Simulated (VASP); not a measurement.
# GaP (lda) (F-43m) in VASP: single point with LDA

Aim: the single point of GaP (lda) with LDA.

Everything below comes from runs of VASP 6.6.1. Logs are shortened: lines on timing, memory, paths and dates and some standing lists are left out, and cuts for length are marked.

### Step 1. The cell of the first run

Symmetry: F-43m, No. 216, cubic system. Conventional cell: a = 5.391 Å, b = 5.391 Å, c = 5.391 Å, α = 90.00°, β = 90.00°, γ = 90.00°. Within 3.1 Å of Ga (site symmetry -43m) lie 4 P at 2.33 Å. Within 3.1 Å of P (site symmetry -43m) lie 4 Ga at 2.33 Å.

### Step 2. Single point, LDA

File INCAR:

```
SYSTEM = GaP
  ALGO = Normal
  EDIFF = 1E-6
  ENCUT = 500
  GGA_COMPAT = .FALSE.
  ISIF = 2
  ISMEAR = 0
  LASPH = .TRUE.
  LCHARG = .TRUE.
  LELF = .TRUE.
  LREAL = .FALSE.
  LVHAR = .TRUE.
  LWAVE = .FALSE.
  NBANDS = 16
  NELM = 120
  PREC = Accurate
  SIGMA = 0.02
```

File KPOINTS:

```
k-points
0
G
  8 8 8
  0 0 0
```

File POSCAR:

```
GaP
1.0
    0.0000000000      2.6957094396      2.6957094396
    2.6957094396      0.0000000000      2.6957094396
    2.6957094396      2.6957094396      0.0000000000
Ga P
1 1
Direct
    0.0000000000      0.0000000000      0.0000000000
    0.7500000000      0.7500000000      0.7500000000
```

Potentials or basis: VASP PAW LDA potentials, release 64 (Ga_d, P).

The run is started by

```console
$ cat potpaw_LDA.64/Ga_d/POTCAR potpaw_LDA.64/P/POTCAR > POTCAR
$ mpirun -np 1 vasp_std > vasp.out
```

OUTCAR:

```text
SYSTEM = GaP
   EDIFF = 1E-6
   ENCUT = 500
   ISIF = 2
   ISMEAR = 0
   LASPH = .TRUE.
   LREAL = .FALSE.
   NELM = 120
   PREC = Accurate

 ion  position               nearest neighbor table
   1  0.000  0.000  0.000-   2 2.33   2 2.33   2 2.33   2 2.33
   2  0.750  0.750  0.750-   1 2.33   1 2.33   1 2.33   1 2.33

  LATTYP: Found a face centered cubic cell.
 ALAT       =     5.3914188792

  Lattice vectors:

 A1 = (   0.0000000000,   2.6957094396,   2.6957094396)
 A2 = (   2.6957094396,   0.0000000000,   2.6957094396)
 A3 = (   2.6957094396,   2.6957094396,   0.0000000000)

Analysis of symmetry for initial positions (statically):
=====================================================================
 Subroutine PRICEL returns:
 Original cell was already a primitive cell.

 Routine SETGRP: Setting up the symmetry group for a
 face centered cubic supercell.

 Subroutine GETGRP returns: Found 24 space group operations
 (whereof 24 operations were pure point group operations)
 out of a pool of 48 trial point group operations.

The static configuration has the point symmetry T_d .

Analysis of symmetry for dynamics (positions and initial velocities):
=====================================================================
 Subroutine PRICEL returns:
 Original cell was already a primitive cell.

 Routine SETGRP: Setting up the symmetry group for a
 face centered cubic supercell.

 Subroutine GETGRP returns: Found 24 space group operations
 (whereof 24 operations were pure point group operations)
 out of a pool of 48 trial point group operations.

The dynamic configuration has the point symmetry T_d .

 Subroutine INISYM returns: Found 24 space group operations
 (whereof 24 operations are pure point group operations),
 and found     1 'primitive' translations

----------------------------------------------------------------------------------------

                                     Primitive cell

  volume of cell :      39.1786

  direct lattice vectors                    reciprocal lattice vectors
     0.000000000  2.695709440  2.695709440    -0.185479931  0.185479931  0.185479931
     2.695709440  0.000000000  2.695709440     0.185479931 -0.185479931  0.185479931
     2.695709440  2.695709440  0.000000000     0.185479931  0.185479931 -0.185479931

  length of vectors
     3.812308850  3.812308850  3.812308850     0.321260664  0.321260664  0.321260664

  position of ions in fractional coordinates (direct lattice)
     0.000000000  0.000000000  0.000000000
     0.750000000  0.750000000  0.750000000

  ion indices of the primitive-cell ions
   primitive index   ion index
                 1           1
                 2           2

----------------------------------------------------------------------------------------

 KPOINTS: k-points

Automatic generation of k-mesh.
 Grid dimensions read from file:
 generate k-points for:    8    8    8

 Generating k-lattice:

  Cartesian coordinates                     Fractional coordinates (reciprocal lattice)
    -0.023184991  0.023184991  0.023184991     0.125000000  0.000000000  0.000000000
     0.023184991 -0.023184991  0.023184991     0.000000000  0.125000000  0.000000000
     0.023184991  0.023184991 -0.023184991     0.000000000  0.000000000  0.125000000

  Length of vectors
     0.040157583  0.040157583  0.040157583

  Shift w.r.t. Gamma in fractional coordinates (k-lattice)
     0.000000000  0.000000000  0.000000000

 Subroutine IBZKPT returns following result:
 ===========================================

 Found     29 irreducible k-points:

 Following reciprocal coordinates:
            Coordinates               Weight
  0.000000  0.000000  0.000000      1.000000
  0.125000  0.000000  0.000000      8.000000
  0.250000  0.000000  0.000000      8.000000
  0.375000  0.000000  0.000000      8.000000
  0.500000  0.000000  0.000000      4.000000
  0.125000  0.125000  0.000000      6.000000
[... 16 lines left out ...]
  0.500000  0.250000  0.125000     48.000000
 -0.375000  0.250000  0.125000     24.000000
 [... further k-points ...]
   k-points           NKPTS =     29   k-points in BZ     NKDIM =     29   number of bands    NBANDS=     16
   number of dos      NEDOS =    301   number of ions     NIONS =      2
   total plane-waves  NPLWV =  21952
   dimension x,y,z NGX =    28 NGY =   28 NGZ =   28
   dimension x,y,z NGXF=    56 NGYF=   56 NGZF=   56
   ions per type =               1   1
   NGX,Y,Z   is equivalent  to a cutoff of  12.21, 12.21, 12.21 a.u.
   NGXF,Y,Z  is equivalent  to a cutoff of  24.42, 24.42, 24.42 a.u.
 SYSTEM =  GaP
   PREC   = accura    normal or accurate (medium, high low for compatibility)
   ISTART =      0    job   : 0-new  1-cont  2-samecut
   ICHARG =      2    charge: 1-file 2-atom 10-const
   ISPIN  =      1    spin polarized calculation?
   LNONCOLLINEAR =      F non collinear calculations
   LSORBIT =      F    spin-orbit coupling
   LASPH  =      T    aspherical Exc in radial PAW
   ENCUT  =  500.0 eV  36.75 Ry    6.06 a.u.   6.95  6.95  6.95*2*pi/ulx,y,z
   NELM   =    120;   NELMIN=  2; NELMDL= -5     # of ELM steps
   EDIFF  = 0.1E-05   stopping-criterion for ELM
   LREAL  =      F    real-space projection
   EDIFFG = 0.1E-04   stopping-criterion for IOM
   NSW    =      0    number of steps for IOM
   IBRION =     -1    ionic relax: 0-MD 1-quasi-New 2-CG
   NFREE  =      0    steps in history (QN), initial steepest desc. (CG)
   ISIF   =      2    stress and relaxation
   ISYM   =      2    0-nonsym 1-usesym 2-fastsym
   POTIM  = 0.5000    time-step for ionic-motion
   TEBEG  =    0.0;   TEEND  =   0.0 temperature during run
   PSTRESS=    0.0 pullay stress
   NELECT =      18.0000    total number of electrons
   NUPDOWN=      -1.0000    fix difference up-down
   EMIN   =  10.00;   EMAX   =-10.00  energy-range for DOS
   EFERMI =   0.00;   METHOD = LEGACY
   ISMEAR =     0;   SIGMA  =   0.02  broadening in eV -4-tet -1-fermi 0-gaus
   EFERMI_NEDOS =   21; number of points for ismear=-14 and -15
   IALGO  =     38    algorithm
   IMIX   =      4    mixing-type and parameters
     AMIX     =   0.40;   BMIX     =  1.00
     AMIX_MAG =   1.60;   BMIX_MAG =  1.00
  volume/ion in A,a.u.               =      19.59       132.20
  Fermi-wavevector in a.u.,A,eV,Ry     =   1.263230  2.387159 21.711513  1.595751
  Thomas-Fermi vector in A             =   2.396598
   LORBIT       =      0    0 simple, 1 ext, 2 COOP (PROOUT), +10 PAW based schemes
   GGA     = CA    functional components
   LHFCALC =     F    Hartree Fock is set to
   AEXX    =    0.0000 exact exchange contribution
   IVDW    =     0    specifies the selected vdW correction
   LEPSILON=     F    determine dielectric tensor
   LRPA    =     F    only Hartree local field effects (RPA)
 non-spin polarized calculation
 Gauss-broadening in eV      SIGMA  =   0.02
  energy-cutoff  :      500.00
  volume of cell :       39.18
 maximum number of plane-waves:      1006
   NGX = 13   NGY = 13   NGZ = 13

 number of electron      17.9999998 magnetization

 Free energy of the ion-electron system (eV)
  ---------------------------------------------------
  ext. energy  EPLUGINS =         0.00000000
  ---------------------------------------------------
  free energy    TOTEN  =       -10.45066402 eV

  energy without entropy =      -10.45066402  energy(sigma->0) =      -10.45066402

 E-fermi :   4.9414     XC(G=0): -10.3105

 val. band max:        4.8478587165   @ k =   0.0000   0.0000   0.0000
 cond. band min:       6.2776077897   @ k =   0.5000   0.5000   0.0000
 fundamental gap:      1.4297490732
 Fermi energy:         4.9414276874

 k-point     1 :       0.0000    0.0000    0.0000
  band No.  band energies     occupation
      1      -9.9179      2.00000
      2      -9.9179      2.00000
      3      -9.9179      2.00000
      4      -9.8096      2.00000
      5      -9.8096      2.00000
      6      -7.9122      2.00000
[... 8 lines left out ...]
     15      14.6919      0.00000
     16      14.6919      0.00000

 k-point     2 :       0.1250    0.0000    0.0000
  band No.  band energies     occupation
      1      -9.9325      2.00000
      2      -9.9128      2.00000
      3      -9.9128      2.00000
      4      -9.8097      2.00000
      5      -9.8097      2.00000
      6      -7.7011      2.00000
[... 8 lines left out ...]
     15      14.0094      0.00000
     16      14.4230      0.00000

 k-point     3 :       0.2500    0.0000    0.0000
  band No.  band energies     occupation
      1      -9.9643      2.00000
      2      -9.9018      2.00000
      3      -9.9018      2.00000
      4      -9.8083      2.00000
      5      -9.8083      2.00000
      6      -7.1008      2.00000
[... 8 lines left out ...]
     15      13.8102      0.00000
     16      14.6115      0.00000

 k-point     4 :       0.3750    0.0000    0.0000
  band No.  band energies     occupation
      1      -9.9930      2.00000
      2      -9.8935      2.00000
      3      -9.8935      2.00000
      4      -9.8041      2.00000
      5      -9.8041      2.00000
      6      -6.2527      2.00000
[... 8 lines left out ...]
     15      15.0511      0.00000
     16      15.0511      0.00000

 k-point     5 :       0.5000    0.0000    0.0000
  band No.  band energies     occupation
      1     -10.0041      2.00000
      2      -9.8909      2.00000
      3      -9.8909      2.00000
      4      -9.8015      2.00000
      5      -9.8015      2.00000
      6      -5.7190      2.00000
[... 8 lines left out ...]
     15      16.6184      0.00000
     16      16.6184      0.00000

 k-point     6 :       0.1250    0.1250    0.0000
  band No.  band energies     occupation
      1      -9.9418      2.00000
      2      -9.9079      2.00000
      3      -9.9079      2.00000
      4      -9.8142      2.00000
      5      -9.8061      2.00000
      6      -7.6312      2.00000
[... 8 lines left out ...]
     15      14.8117      0.00000
     16      14.9407      0.00000
[... 267 lines left out ...]
 k-point    21 :       0.5000    0.5000    0.0000
  band No.  band energies     occupation
      1     -10.0417      2.00000
      2      -9.8503      2.00000
      3      -9.8463      2.00000
      4      -9.8463      2.00000
      5      -9.7856      2.00000
      6      -4.7553      2.00000
[... 8 lines left out ...]
     15      17.3558      0.00000
     16      17.9166      0.00000

 k-point    22 :       0.3750    0.2500    0.1250
  band No.  band energies     occupation
      1      -9.9884      2.00000
      2      -9.8889      2.00000
      3      -9.8844      2.00000
      4      -9.8219      2.00000
      5      -9.7996      2.00000
      6      -6.5893      2.00000
[... 8 lines left out ...]
     15      16.0338      0.00000
     16      17.2609      0.00000

 k-point    23 :       0.5000    0.2500    0.1250
  band No.  band energies     occupation
      1     -10.0042      2.00000
      2      -9.8851      2.00000
      3      -9.8744      2.00000
      4      -9.8196      2.00000
      5      -9.7998      2.00000
      6      -5.7864      2.00000
[... 8 lines left out ...]
     15      16.4106      0.00000
     16      17.7195      0.00000

 k-point    24 :      -0.3750    0.2500    0.1250
  band No.  band energies     occupation
      1     -10.0100      2.00000
      2      -9.8846      2.00000
      3      -9.8709      2.00000
      4      -9.8157      2.00000
      5      -9.8016      2.00000
      6      -5.2881      2.00000
[... 8 lines left out ...]
     15      16.8434      0.00000
     16      17.4322      0.00000

 [... further k-points ...]
[... 5 lines left out ...]
  --------------------------------------------------------------------------------------
  -------------------------------------------------------------------------------------
  Total        0.0164994      0.0164994      0.0164994     -0.0000000      0.0000000      0.0000000
  in kB        0.6747272      0.6747272      0.6747272     -0.0000000      0.0000000      0.0000000
  external PRESSURE =       0.6747272 kB  Pullay stress =       0.0000000 kB

 VOLUME and BASIS-vectors are now :
 -----------------------------------------------------------------------------
  energy-cutoff  :      500.00
  volume of cell :       39.18
      direct lattice vectors                 reciprocal lattice vectors
     0.000000000  2.695709440  2.695709440    -0.185479931  0.185479931  0.185479931
     2.695709440  0.000000000  2.695709440     0.185479931 -0.185479931  0.185479931
     2.695709440  2.695709440  0.000000000     0.185479931  0.185479931 -0.185479931

 POSITION                                       TOTAL-FORCE (eV/Angst)
 -----------------------------------------------------------------------------------
      0.00000      0.00000      0.00000         0.000000      0.000000      0.000000
      4.04356      4.04356      4.04356        -0.000000     -0.000000     -0.000000
 -----------------------------------------------------------------------------------
    total drift:                               -0.000000     -0.000000     -0.000000

  FREE ENERGIE OF THE ION-ELECTRON SYSTEM (eV)
  ---------------------------------------------------
  free  energy   TOTEN  =       -10.4506640186 eV

  energy  without entropy=      -10.4506640186  energy(sigma->0) =      -10.45066402
```

Wall time 12 s (1 thread of Intel Xeon 6975P-C, shared host); peak memory 0.14 GiB.

What came out:

```yaml
Free_energy: -10.4507 eV
Pressure: 0.1 GPa
Band_gap_on_the_k_mesh: 1.43 eV, indirect (least direct gap 1.91 eV)
```

Levels at points of the mesh, in eV from the valence-band top:
```
           k point  band 6  band 7  band 8  band 9  band 10  band 11  band 12  band 13
(0.00, 0.00, 0.00)  -12.76    0.00    0.00    0.00     1.91     3.78     3.78     3.78
(0.50, 0.00, 0.00)  -10.57   -6.90   -1.18   -1.18     1.62     4.62     4.62     8.11
(0.50, 0.50, 0.00)   -9.60   -7.00   -2.82   -2.82     1.43     1.65    10.70    10.70
```
